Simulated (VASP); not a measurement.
A run of VASP 6.6.1:

INCAR

```
  PREC = Accurate
  ENCUT = 400
  EDIFF = 1E-6
  ISMEAR = -1
  SIGMA = 0.2413
  LREAL = Auto
  LASPH = True
  NELM = 120
  ALGO = Normal
  ISIF = 2
  LWAVE = False
  LCHARG = True
  GGA = PE
  LELF = True
  LVHAR = True
  ISYM = -1
  NBANDS = 66
  GGA_COMPAT = False
```

Contents of KPOINTS:

```
explicit points
1
Reciprocal
  0.25000000   0.25000000   0.25000000 1
```

File POSCAR:

```
Si
1.0
    7.7190500000     -0.0443600000      0.0013740000
   -0.0443600000      7.7822710000      0.2647900000
    0.0013740000      0.2647900000      7.5276290000
Si
24
Direct
    0.0053060032      0.6991111893      0.3473569244
    0.8521143282      0.4676402514      0.0250486219
    0.1865737729      0.8049950879     -0.1060406938
    0.5199055148      0.8872658499      1.0483617784
   -0.0360046575      0.6894543997      0.6637178639
    0.3083246400      0.5889120989      0.1687251494
    0.2189868569      0.1475726729      0.8564965601
    0.7221935948      0.3400615586      0.2770471029
    0.3228620231      0.9251177066      0.4287641527
    0.4653104410      0.4823831640      0.5283532737
    0.8038606100      0.8390264514      1.1950301591
    0.1281478429      0.4149379179      0.5975539594
    0.2968492285      0.6838437757      0.6428477195
    0.4288069850      0.4699980769     -0.1247763368
    0.9564964529      0.0812395291      0.0537412722
    0.8390464589      0.2319391495      0.5533131326
    0.8452705513      0.7642155589      0.9089905946
    0.2733946596      0.3083432726      0.1041197887
    0.5970182083      0.2083140303      0.9428018072
    0.6815366321      0.9768403022      0.5868235569
    0.5948199309      0.7094474327      0.7141924943
    0.4857288804      0.2146502216      0.3714480850
    0.1742105379      0.2110084919      0.3948212241
    0.7657910295      0.4278765757      0.7506251125
```

Potentials or basis: VASP PAW PBE potentials, release 64 (Si).

Command:

```bash
$ cat potpaw_PBE.64/Si/POTCAR > POTCAR
$ mpirun -np 1 vasp_std > vasp.out
```

Hardware: 1 thread of AMD EPYC 7R13 Processor (Zen 3), with other jobs on the host.

Task: How long does it take, and how much memory?

Result: It took 43 s on 1 thread of AMD EPYC 7R13 Processor (Zen 3) (shared host), peak memory 0.29 GiB. Counts: scf iterations 14, k points 1.
